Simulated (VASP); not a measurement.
# Bi (I4/mmm) in VASP: a series of runs

Runs on Bi. Level: PBE+D3(BJ). Tasks: single point.

Program: VASP 6.6.1. These are calculated values, not measurements. Logs are shortened: lines on timing, memory, paths and dates and some standing lists are left out, and cuts for length are marked.

## Step 1: The cell of the first run

It takes space group I4/mmm (No. 139, tetragonal). Conventional cell: a = 3.982 Å, b = 3.982 Å, c = 3.695 Å, α = 90.00°, β = 90.00°, γ = 90.00°. Within 4.4 Å of Bi (site symmetry 4/mmm) lie 14 Bi at 3.37 to 3.98 Å.

## Step 2: Single point, PBE+D3(BJ) (29.29 Å³/atom)

File INCAR:

```
PREC = Accurate
ENCUT = 520
EDIFF = 1E-7
ISMEAR = 0
SIGMA = 0.15
LREAL = False
LASPH = True
NELM = 80
ALGO = Fast
ISIF = 2
LWAVE = False
LCHARG = False
GGA = PE
IVDW = 12
NBANDS = 14
```

File KPOINTS:

```
regular mesh
0
Gamma
  18 18 18
```

File POSCAR:

```
Bi
1.0
   -1.9908662169      1.9908662169      1.8475238493
    1.9908662169     -1.9908662169      1.8475238493
    1.9908662169      1.9908662169     -1.8475238493
Bi
1
Direct
    0.0000000000      0.0000000000      0.0000000000
```

Potentials or basis: VASP PAW PBE potentials, release 64 (Bi_d).

The run is started by

```sh
cat potpaw_PBE.64/Bi_d/POTCAR > POTCAR
mpirun -np 1 vasp_std > vasp.out
```

OUTCAR:

```text
PREC = Accurate
   ENCUT = 520
   EDIFF = 1E-7
   ISMEAR = 0
   LREAL = False
   LASPH = True
   NELM = 80
   ISIF = 2
   GGA = PE
   IVDW = 12
 IVDW          = 12

 ion  position               nearest neighbor table
   1  0.000  0.000  0.000-

  LATTYP: Found a body centered tetragonal cell.
 ALAT       =     3.9817324338
 C/A-ratio  =     0.9280000000

  Lattice vectors:

 A1 = (  -1.9908662169,   1.9908662169,   1.8475238493)
 A2 = (   1.9908662169,  -1.9908662169,   1.8475238493)
 A3 = (   1.9908662169,   1.9908662169,  -1.8475238493)

Analysis of symmetry for initial positions (statically):
=====================================================================
 Subroutine PRICEL returns:
 Original cell was already a primitive cell.

 Routine SETGRP: Setting up the symmetry group for a
 body centered tetragonal supercell.

 Subroutine GETGRP returns: Found 16 space group operations
 (whereof 16 operations were pure point group operations)
 out of a pool of 16 trial point group operations.

The static configuration has the point symmetry D_4h.

Analysis of symmetry for dynamics (positions and initial velocities):
=====================================================================
 Subroutine PRICEL returns:
 Original cell was already a primitive cell.

 Routine SETGRP: Setting up the symmetry group for a
 body centered tetragonal supercell.

 Subroutine GETGRP returns: Found 16 space group operations
 (whereof 16 operations were pure point group operations)
 out of a pool of 16 trial point group operations.

The dynamic configuration has the point symmetry D_4h.

 Subroutine INISYM returns: Found 16 space group operations
 (whereof 16 operations are pure point group operations),
 and found     1 'primitive' translations

----------------------------------------------------------------------------------------

                                     Primitive cell

  volume of cell :      29.2910

  direct lattice vectors                    reciprocal lattice vectors
    -1.990866217  1.990866217  1.847523849     0.000000000  0.251146961  0.270632501
     1.990866217 -1.990866217  1.847523849     0.251146961  0.000000000  0.270632501
     1.990866217  1.990866217 -1.847523849     0.251146961  0.251146961  0.000000000

  length of vectors
     3.367557121  3.367557121  3.367557121     0.369210978  0.369210978  0.355175438

  position of ions in fractional coordinates (direct lattice)
     0.000000000  0.000000000  0.000000000

  ion indices of the primitive-cell ions
   primitive index   ion index
                 1           1

----------------------------------------------------------------------------------------

 KPOINTS: regular mesh

Automatic generation of k-mesh.
 Grid dimensions read from file:
 generate k-points for:   18   18   18

 Generating k-lattice:

  Cartesian coordinates                     Fractional coordinates (reciprocal lattice)
     0.000000000  0.013952609  0.015035139     0.055555556 -0.000000000  0.000000000
     0.013952609  0.000000000  0.015035139    -0.000000000  0.055555556  0.000000000
     0.013952609  0.013952609  0.000000000     0.000000000  0.000000000  0.055555556

  Length of vectors
     0.020511721  0.020511721  0.019731969

  Shift w.r.t. Gamma in fractional coordinates (k-lattice)
     0.000000000  0.000000000  0.000000000

 Subroutine IBZKPT returns following result:
 ===========================================

 Found    480 irreducible k-points:

 Following reciprocal coordinates:
            Coordinates               Weight
  0.000000  0.000000  0.000000      1.000000
  0.055556 -0.000000  0.000000      8.000000
  0.111111 -0.000000  0.000000      8.000000
  0.166667  0.000000  0.000000      8.000000
  0.222222  0.000000  0.000000      8.000000
  0.277778 -0.000000  0.000000      8.000000
[... 16 lines left out ...]
 -0.277778  0.055556 -0.000000     16.000000
 -0.222222  0.055556  0.000000     16.000000
 [... further k-points ...]
   k-points           NKPTS =    480   k-points in BZ     NKDIM =    480   number of bands    NBANDS=     14
   number of dos      NEDOS =    301   number of ions     NIONS =      1
   total plane-waves  NPLWV =  21952
   dimension x,y,z NGX =    28 NGY =   28 NGZ =   28
   dimension x,y,z NGXF=    56 NGYF=   56 NGZF=   56
   ions per type =               1
   NGX,Y,Z   is equivalent  to a cutoff of  13.82, 13.82, 13.82 a.u.
   NGXF,Y,Z  is equivalent  to a cutoff of  27.65, 27.65, 27.65 a.u.
 SYSTEM =  unknown system
   PREC   = accura    normal or accurate (medium, high low for compatibility)
   ISTART =      0    job   : 0-new  1-cont  2-samecut
   ICHARG =      2    charge: 1-file 2-atom 10-const
   ISPIN  =      1    spin polarized calculation?
   LNONCOLLINEAR =      F non collinear calculations
   LSORBIT =      F    spin-orbit coupling
   LASPH  =      T    aspherical Exc in radial PAW
   ENCUT  =  520.0 eV  38.22 Ry    6.18 a.u.   6.26  6.26  6.26*2*pi/ulx,y,z
   NELM   =     80;   NELMIN=  2; NELMDL= -5     # of ELM steps
   EDIFF  = 0.1E-06   stopping-criterion for ELM
   LREAL  =      F    real-space projection
   EDIFFG = 0.1E-05   stopping-criterion for IOM
   NSW    =      0    number of steps for IOM
   IBRION =     -1    ionic relax: 0-MD 1-quasi-New 2-CG
   NFREE  =      0    steps in history (QN), initial steepest desc. (CG)
   ISIF   =      2    stress and relaxation
   ISYM   =      2    0-nonsym 1-usesym 2-fastsym
   POTIM  = 0.5000    time-step for ionic-motion
   TEBEG  =    0.0;   TEEND  =   0.0 temperature during run
   PSTRESS=    0.0 pullay stress
   NELECT =      15.0000    total number of electrons
   NUPDOWN=      -1.0000    fix difference up-down
   EMIN   =  10.00;   EMAX   =-10.00  energy-range for DOS
   EFERMI =   0.00;   METHOD = LEGACY
   ISMEAR =     0;   SIGMA  =   0.15  broadening in eV -4-tet -1-fermi 0-gaus
   EFERMI_NEDOS =   21; number of points for ismear=-14 and -15
   IALGO  =     68    algorithm
   IMIX   =      4    mixing-type and parameters
     AMIX     =   0.40;   BMIX     =  1.00
     AMIX_MAG =   1.60;   BMIX_MAG =  1.00
  volume/ion in A,a.u.               =      29.29       197.67
  Fermi-wavevector in a.u.,A,eV,Ry     =   1.309766  2.475100 23.340632  1.715488
  Thomas-Fermi vector in A             =   2.440343
   LORBIT       =      0    0 simple, 1 ext, 2 COOP (PROOUT), +10 PAW based schemes
   GGA     = PE    functional components
   LHFCALC =     F    Hartree Fock is set to
   AEXX    =    0.0000 exact exchange contribution
   IVDW    =    12    specifies the selected vdW correction
   LEPSILON=     F    determine dielectric tensor
   LRPA    =     F    only Hartree local field effects (RPA)
 non-spin polarized calculation
 RMM-DIIS sequential band-by-band and
 Gauss-broadening in eV      SIGMA  =   0.15
  energy-cutoff  :      520.00
  volume of cell :       29.29
 maximum number of plane-waves:       815
 NGX is ok and might be reduce to    28
   NGX = 13   NGY = 13   NGZ = 13

 number of electron      15.0000000 magnetization

 Free energy of the ion-electron system (eV)
  ---------------------------------------------------
  ext. energy  EPLUGINS =         0.00000000
  ---------------------------------------------------
  free energy    TOTEN  =        -3.72245041 eV

  energy without entropy =       -3.71544502  energy(sigma->0) =       -3.71894771

 E-fermi :   8.7080     XC(G=0): -10.5842

 val. band max:        8.7068188839   @ k =  -0.1667  -0.4444   0.1111
 cond. band min:       8.7199959748   @ k =   0.5000   0.5000   0.2778
 fundamental gap:      0.0131770909
 Fermi energy:         8.7079891701

 k-point     1 :       0.0000    0.0000    0.0000
  band No.  band energies     occupation
      1     -14.4091      2.00000
      2     -14.3823      2.00000
      3     -14.3823      2.00000
      4     -14.2631      2.00000
      5     -14.2209      2.00000
      6      -5.2642      2.00000
      7      14.0623      0.00000
      8      14.0623      0.00000
      9      14.5886      0.00000
     10      18.5091      0.00000
     11      19.0157      0.00000
     12      19.0157      0.00000
     13      19.8340      0.00000
     14      19.8672      0.00000

 k-point     2 :       0.0556   -0.0000    0.0000
  band No.  band energies     occupation
      1     -14.4063      2.00000
      2     -14.3803      2.00000
      3     -14.3791      2.00000
      4     -14.2625      2.00000
      5     -14.2226      2.00000
      6      -5.2017      2.00000
      7      13.6045      0.00000
      8      13.8577      0.00000
      9      14.2991      0.00000
     10      18.5009      0.00000
     11      18.7000      0.00000
     12      19.0584      0.00000
     13      19.5663      0.00000
     14      20.1625      0.00000

 k-point     3 :       0.1111   -0.0000    0.0000
  band No.  band energies     occupation
      1     -14.4053      2.00000
      2     -14.3750      2.00000
      3     -14.3629      2.00000
      4     -14.2610      2.00000
      5     -14.2272      2.00000
      6      -5.0146      2.00000
      7      12.2617      0.00000
      8      13.3396      0.00000
      9      13.9586      0.00000
     10      17.6236      0.00000
     11      18.1475      0.00000
     12      19.3352      0.00000
     13      20.0921      0.00000
     14      20.8967      0.00000
[... 324 lines left out ...]
 k-point    23 :      -0.2778    0.0556   -0.0000
  band No.  band energies     occupation
      1     -14.4193      2.00000
      2     -14.3617      2.00000
      3     -14.2664      2.00000
      4     -14.2561      2.00000
      5     -14.2412      2.00000
      6      -4.0053      2.00000
      7       8.1579      2.00000
      8      11.3366      0.00000
      9      12.7516      0.00000
     10      16.1142      0.00000
     11      17.4253      0.00000
     12      19.9011      0.00000
     13      21.7445      0.00000
     14      23.4318      0.00000

 k-point    24 :      -0.2222    0.0556    0.0000
  band No.  band energies     occupation
      1     -14.4106      2.00000
      2     -14.3670      2.00000
      3     -14.3061      2.00000
      4     -14.2630      2.00000
      5     -14.2354      2.00000
      6      -4.4805      2.00000
      7       9.7239      0.00000
      8      12.0500      0.00000
      9      13.2104      0.00000
     10      16.6951      0.00000
     11      17.8001      0.00000
     12      19.5406      0.00000
     13      21.2846      0.00000
     14      22.3494      0.00000

 [... further k-points ...]

------------------------ aborting loop because EDIFF is reached ----------------------------------------

 Edisp (eV)   -0.53807

 E8    (eV) :    -0.2643

  FORCE on cell =-STRESS in cart. coord.  units (eV):
  Direction    XX          YY          ZZ          XY          YZ          ZX
  --------------------------------------------------------------------------------------
  -------------------------------------------------------------------------------------
  Total       0.28532     0.28532     0.45799     0.00000    -0.00000     0.00000
  in kB      15.60635    15.60635    25.05137     0.00000    -0.00000     0.00000
  external pressure =       18.75 kB  Pullay stress =        0.00 kB

 VOLUME and BASIS-vectors are now :
 -----------------------------------------------------------------------------
  energy-cutoff  :      520.00
  volume of cell :       29.29
      direct lattice vectors                 reciprocal lattice vectors
    -1.990866217  1.990866217  1.847523849     0.000000000  0.251146961  0.270632501
     1.990866217 -1.990866217  1.847523849     0.251146961  0.000000000  0.270632501
     1.990866217  1.990866217 -1.847523849     0.251146961  0.251146961  0.000000000

 POSITION                                       TOTAL-FORCE (eV/Angst)
 -----------------------------------------------------------------------------------
      0.00000      0.00000      0.00000        -0.000000     -0.000000     -0.000000
 -----------------------------------------------------------------------------------
    total drift:                               -0.000000     -0.000000     -0.000000

  FREE ENERGIE OF THE ION-ELECTRON SYSTEM (eV)
  ---------------------------------------------------
  free  energy   TOTEN  =        -4.2605209732 eV

  energy  without entropy=       -4.2535155788  energy(sigma->0) =       -4.25701828
```

It took 6.5 min on 1 thread of Intel Xeon 8259CL, shared host; peak memory 0.3 GiB.

What came out:

* Free energy: -4.2605 eV
* Pressure: 1.9 GPa
* Band gap on the k mesh: zero (an odd number of electrons rules out a gap without spin polarisation)
* Dispersion energy per atom: -0.538 eV

Caveat: spin-orbit coupling is left out, which moves the levels of the heavy elements.

## Step 3: Single point, PBE+D3(BJ) (29.29 Å³/atom)

File INCAR:

```
SYSTEM = Bi
ALGO = Fast ; EDIFF = 1E-6
ENCUT = 520 ; GGA = PE
ISIF = 2 ; ISMEAR = 0
IVDW = 12 ; LASPH = .True.
LCHARG = .False. ; LREAL = .False.
LWAVE = .False. ; NBANDS = 14
NELM = 60 ; PREC = Accurate
SIGMA = 0.15
```

File KPOINTS:

```
k-points
0
Gamma
  18 18 18
  0 0 0
```

File POSCAR:

```
Bi
1.0
   -1.8941115031      1.8941115031      2.0410945558
    1.8941115031     -1.8941115031      2.0410945558
    1.8941115031      1.8941115031     -2.0410945558
Bi
1
Direct
    0.0000000000      0.0000000000      0.0000000000
```

Potentials or basis: VASP PAW PBE potentials, release 64 (Bi_d).

The run is started by

```sh
cat potpaw_PBE.64/Bi_d/POTCAR > POTCAR
mpirun -np 1 vasp_std > vasp.out
```

Run time: 5.7 min. Hardware: 1 thread of Intel Xeon 8259CL, shared host; peak memory 0.31 GiB.

It converged, with:

| Quantity | Value |
| --- | --- |
| Free energy | -4.2597 eV |
| Pressure | 1.8 GPa |
| Band gap on the k mesh | zero (an odd number of electrons rules out a gap without spin polarisation) |
| Dispersion energy per atom | -0.538 eV |

Stress tensor (GPa, compression positive):
```
2.18 0.00 0.00
0.00 2.18 0.00
0.00 0.00 1.17
```

Levels at points of the mesh, in eV from the Fermi level:
```
           k point  band 4  band 5  band 6  band 7  band 8  band 9  band 10  band 11
(0.00, 0.00, 0.00)  -22.97  -22.94  -13.98    5.37    5.61    5.61     9.86     9.92
(0.50, 0.00, 0.00)  -22.95  -22.86  -10.66   -5.51    1.98    3.97     6.53     8.12
(0.50, 0.50, 0.00)  -22.94  -22.85  -10.35   -5.33    1.20    2.84     5.58     6.99
(0.50, 0.50, 0.50)  -22.87  -22.87   -8.25   -2.75   -1.52   -1.52     3.25     3.80
```

Caveat: spin-orbit coupling is left out, which moves the levels of the heavy elements.
